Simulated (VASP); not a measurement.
Input of a VASP 6.6.1 run:

INCAR

```
SYSTEM = CdS
  PREC = Accurate
  ENCUT = 500
  EDIFF = 1E-6
  ISMEAR = 0
  SIGMA = 0.02
  LREAL = .False.
  LASPH = .True.
  NELM = 120
  ALGO = Normal
  ISIF = 2
  LWAVE = .False.
  LCHARG = .False.
  GGA = PE
  NBANDS = 16
  GGA_COMPAT = .False.
```

The input KPOINTS:

```
Automatic mesh
0
Gamma
  6 6 6
  0 0 0
```

The input POSCAR:

```
CdS
1.0
   -0.0097216667      2.9116391667      2.9116391667
    2.9116391667     -0.0097216667      2.9116391667
    2.9116391667      2.9116391667     -0.0097216667
Cd S
1 1
Direct
    0.0000000000      0.0000000000      0.0000000000
    0.2500000000      0.2500000000      0.2500000000
```

Potentials or basis: VASP PAW PBE potentials, release 64 (Cd, S).

Run with:

```sh
$ cat potpaw_PBE.64/Cd/POTCAR potpaw_PBE.64/S/POTCAR > POTCAR
$ mpirun -np 1 vasp_std > vasp.out
```

Predict the largest force.

0.042 eV/Å.

What does it give for the band gap on the k mesh?

1.14 eV.

Predict the pressure.

3.2 GPa.

Stress tensor (GPa, compression positive):
```
3.21 0.19 0.19
0.19 3.21 0.19
0.19 0.19 3.21
```

Caveat: the cell stands under pressure.
